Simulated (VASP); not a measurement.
# BN (R3m) in VASP: notebook, part 3 of 3

VASP 6.6.1. The steps go on from the part before.

### 4 Single point, PBEsol

This run uses another cell than the first one, of 9.02 Å³/atom, 1.027 times its volume.

Contents of INCAR:

```
  PREC = Accurate
  ENCUT = 520
  EDIFF = 1E-6
  ISMEAR = -1
  SIGMA = 0.02
  LREAL = False
  LASPH = True
  NELM = 60
  ALGO = Normal
  ISIF = 2
  LWAVE = False
  LCHARG = False
  GGA = PS
  NBANDS = 11
```

Contents of KPOINTS:

```
regular mesh
0
Gamma
  10 10 10
```

Contents of POSCAR:

```
BN
1.0
    1.2427809681      0.7175199300      3.3729344000
   -1.2427809681      0.7175199300      3.3729344000
    0.0000000000     -1.4350398600      3.3729344000
B N
1 1
Direct
    0.9996712000      0.9996712000      0.9996712000
    0.3327618000      0.3327618000      0.3327618000
```

Potentials or basis: VASP PAW PBE potentials, release 64 (B, N).

Started as:

```
cat potpaw_PBE.64/B/POTCAR potpaw_PBE.64/N/POTCAR > POTCAR
mpirun -np 1 vasp_std > vasp.out
```

OUTCAR:

```text
PREC = Accurate
   ENCUT = 520
   EDIFF = 1E-6
   ISMEAR = -1
   LREAL = False
   LASPH = True
   NELM = 60
   ISIF = 2
   GGA = PS

 ion  position               nearest neighbor table
   1  1.000  1.000  1.000-   2 1.44   2 1.44   2 1.44
   2  0.333  0.333  0.333-   1 1.44   1 1.44   1 1.44

  LATTYP: Found a trigonal (rhomboedric) cell.
 ALAT       =     3.6655184969
 COS(alpha) =     0.7700950322

  Lattice vectors:

 A1 = (   1.2427809681,   0.7175199300,   3.3729344000)
 A2 = (  -1.2427809681,   0.7175199300,   3.3729344000)
 A3 = (   0.0000000000,  -1.4350398600,   3.3729344000)

Analysis of symmetry for initial positions (statically):
=====================================================================
 Subroutine PRICEL returns:
 Original cell was already a primitive cell.

 Routine SETGRP: Setting up the symmetry group for a
 trigonal (rhombohedral) supercell.

 Subroutine GETGRP returns: Found  6 space group operations
 (whereof  6 operations were pure point group operations)
 out of a pool of 12 trial point group operations.

The static configuration has the point symmetry C_3v.

Analysis of symmetry for dynamics (positions and initial velocities):
[... 163 lines left out ...]
 Fermi energy:         2.6297016248

 k-point     1 :       0.0000    0.0000    0.0000
  band No.  band energies     occupation
      1     -15.7222      2.00000
      2      -2.1836      2.00000
      3       0.8965      2.00000
      4       0.8965      2.00000
      5       7.0987      0.00000
      6      13.9418      0.00000
      7      13.9418      0.00000
      8      15.4838      0.00000
      9      17.2013      0.00000
     10      28.1538      0.00000
     11      30.0170      0.00000
[... 309 lines left out ...]
 k-point    24 :       0.4000    0.3000   -0.0000
  band No.  band energies     occupation
      1     -13.3136      2.00000
      2      -4.9960      2.00000
      3      -2.0823      2.00000
      4      -0.0814      2.00000
      5       8.5241      0.00000
      6      12.5402      0.00000
      7      14.5213      0.00000
      8      19.5922      0.00000
      9      20.3883      0.00000
     10      23.0994      0.00000
     11      26.8816      0.00000

 [... further k-points ...]
[... 5 lines left out ...]
  --------------------------------------------------------------------------------------
  -------------------------------------------------------------------------------------
  Total        0.9893665      0.9893665      0.0388888      0.0000000      0.0000000      0.0000000
  in kB       87.8375238     87.8375246      3.4526065      0.0000000      0.0000000      0.0000000
  external PRESSURE =      59.7092183 kB  Pullay stress =       0.0000000 kB

 VOLUME and BASIS-vectors are now :
 -----------------------------------------------------------------------------
  energy-cutoff  :      520.00
  volume of cell :       18.05
      direct lattice vectors                 reciprocal lattice vectors
     1.242780968  0.717519930  3.372934400     0.402323509  0.232281585  0.098825916
    -1.242780968  0.717519930  3.372934400    -0.402323509  0.232281585  0.098825916
     0.000000000 -1.435039860  3.372934400     0.000000000 -0.464563170  0.098825916

 POSITION                                       TOTAL-FORCE (eV/Angst)
 -----------------------------------------------------------------------------------
      0.00000      0.00000     10.11548         0.000000      0.000000     -0.003693
      0.00000      0.00000      3.36715         0.000000     -0.000000      0.003693
 -----------------------------------------------------------------------------------
    total drift:                               -0.000000     -0.000000     -0.000011

  FREE ENERGIE OF THE ION-ELECTRON SYSTEM (eV)
  ---------------------------------------------------
  free  energy   TOTEN  =       -18.2767032250 eV

  energy  without entropy=      -18.2767032250  energy(sigma->0) =      -18.27670322
```

It took 17 s on 1 thread of AMD EPYC 9R45 (Zen 5), shared host; peak memory 0.13 GiB.

What came out:

- Free energy: -18.2767 eV
- Pressure: 6.0 GPa
- Largest force: 0.004 eV/Å
- Band gap on the k mesh: 4.18 eV, indirect (least direct gap 4.89 eV)

Forces in eV/Å, atoms in the order of the input:
```
B    0.000  0.000 -0.004
N    0.000  0.000  0.004
```

Caveat: the PAW data sets were made with another functional, which shifts forces and pressure a little. A k mesh can miss the band edges.

### 5 Single point, PBEsol

This run uses another cell than the first one, of 9.14 Å³/atom, 1.041 times its volume.

Contents of INCAR:

```
PREC = Accurate
ENCUT = 520
EDIFF = 1E-7
ISMEAR = -1
SIGMA = 0.02
LREAL = False
LASPH = True
NELM = 80
ALGO = Normal
ISIF = 2
LWAVE = False
LCHARG = True
GGA = PS
LELF = True
LVHAR = True
NBANDS = 11
```

KPOINTS is that of step 4.

Contents of POSCAR:

```
BN
1.0
    1.2511217800      0.7223355000      3.3729344000
   -1.2511217800      0.7223355000      3.3729344000
    0.0000000000     -1.4446710000      3.3729344000
B N
1 1
Direct
    0.9996712000      0.9996712000      0.9996712000
    0.3327618000      0.3327618000      0.3327618000
```

Potentials or basis: VASP PAW PBE potentials, release 64 (B, N).

Started as:

```
cat potpaw_PBE.64/B/POTCAR potpaw_PBE.64/N/POTCAR > POTCAR
mpirun -np 1 vasp_std > vasp.out
```

OUTCAR:

```text
PREC = Accurate
   ENCUT = 520
   EDIFF = 1E-7
   ISMEAR = -1
   LREAL = False
   LASPH = True
   NELM = 80
   ISIF = 2
   GGA = PS

 ion  position               nearest neighbor table
   1  1.000  1.000  1.000-   2 1.44   2 1.44   2 1.44
   2  0.333  0.333  0.333-   1 1.44   1 1.44   1 1.44

  LATTYP: Found a trigonal (rhomboedric) cell.
 ALAT       =     3.6692997629
 COS(alpha) =     0.7674786788

  Lattice vectors:

 A1 = (   1.2511217800,   0.7223355000,   3.3729344000)
 A2 = (  -1.2511217800,   0.7223355000,   3.3729344000)
 A3 = (   0.0000000000,  -1.4446710000,   3.3729344000)

Analysis of symmetry for initial positions (statically):
=====================================================================
 Subroutine PRICEL returns:
 Original cell was already a primitive cell.

 Routine SETGRP: Setting up the symmetry group for a
 trigonal (rhombohedral) supercell.

 Subroutine GETGRP returns: Found  6 space group operations
 (whereof  6 operations were pure point group operations)
 out of a pool of 12 trial point group operations.

The static configuration has the point symmetry C_3v.

Analysis of symmetry for dynamics (positions and initial velocities):
[... 163 lines left out ...]
 Fermi energy:         2.5463251453

 k-point     1 :       0.0000    0.0000    0.0000
  band No.  band energies     occupation
      1     -15.6883      2.00000
      2      -2.1555      2.00000
      3       0.7877      2.00000
      4       0.7877      2.00000
      5       7.0182      0.00000
      6      13.6897      0.00000
      7      13.6897      0.00000
      8      15.1651      0.00000
      9      16.7695      0.00000
     10      27.7329      0.00000
     11      29.7586      0.00000
[... 309 lines left out ...]
 k-point    24 :       0.4000    0.3000   -0.0000
  band No.  band energies     occupation
      1     -13.3171      2.00000
      2      -5.0321      2.00000
      3      -2.1416      2.00000
      4      -0.1173      2.00000
      5       8.3552      0.00000
      6      12.3150      0.00000
      7      14.3188      0.00000
      8      19.2688      0.00000
      9      20.1108      0.00000
     10      22.7007      0.00000
     11      26.5985      0.00000

 [... further k-points ...]
[... 5 lines left out ...]
  --------------------------------------------------------------------------------------
  -------------------------------------------------------------------------------------
  Total        0.1559311      0.1559311      0.0377913      0.0000000      0.0000000      0.0000000
  in kB       13.6598379     13.6598380      3.3105816      0.0000000      0.0000000      0.0000000
  external PRESSURE =      10.2100858 kB  Pullay stress =       0.0000000 kB

 VOLUME and BASIS-vectors are now :
 -----------------------------------------------------------------------------
  energy-cutoff  :      520.00
  volume of cell :       18.29
      direct lattice vectors                 reciprocal lattice vectors
     1.251121780  0.722335500  3.372934400     0.399641352  0.230733041  0.098825916
    -1.251121780  0.722335500  3.372934400    -0.399641352  0.230733041  0.098825916
     0.000000000 -1.444671000  3.372934400     0.000000000 -0.461466082  0.098825916

 POSITION                                       TOTAL-FORCE (eV/Angst)
 -----------------------------------------------------------------------------------
      0.00000      0.00000     10.11548         0.000000      0.000000     -0.002641
      0.00000      0.00000      3.36715         0.000000      0.000000      0.002641
 -----------------------------------------------------------------------------------
    total drift:                               -0.000000     -0.000000     -0.000066

  FREE ENERGIE OF THE ION-ELECTRON SYSTEM (eV)
  ---------------------------------------------------
  free  energy   TOTEN  =       -18.2845628507 eV

  energy  without entropy=      -18.2845628507  energy(sigma->0) =      -18.28456285
```

It took 20 s on 1 thread of AMD EPYC 9R45 (Zen 5), shared host; peak memory 0.13 GiB.

Results:

- Free energy: -18.2846 eV
- Pressure: 1.0 GPa
- Band gap on the k mesh: 4.14 eV, indirect (least direct gap 4.83 eV)

Forces on the atoms (eV/Å):
```
B    0.000  0.000 -0.003
N    0.000  0.000  0.003
```

Stress tensor (GPa, compression positive):
```
1.37 0.00 0.00
0.00 1.37 0.00
0.00 0.00 0.33
```

Caveat: the PAW data sets were made with another functional, which shifts forces and pressure a little.

### 6 Summary

```csv
cell,gap on the mesh (eV),pressure (GPa)
"a = 3.658 Å, angles 39.2°, 2 atoms",4.26,16.8
"a = 3.662 Å, angles 39.4°, 2 atoms",4.22,11.2
"a = 3.666 Å, angles 39.6°, 2 atoms",4.18,6.0
"a = 3.669 Å, angles 39.9°, 2 atoms",4.14,1.0
```

Alike in all rows: task single point; level PBEsol; potentials or basis VASP PAW PBE potentials, release 64 (B, N); no spin polarisation; k mesh 10 × 10 × 10; cutoff (eV) 520; smearing fermi-dirac 0.02 eV.

Caveats: the PAW data sets were made with another functional, which shifts forces and pressure a little.

Total energies depend on the potentials used, so only differences within one code and one set of settings carry meaning.
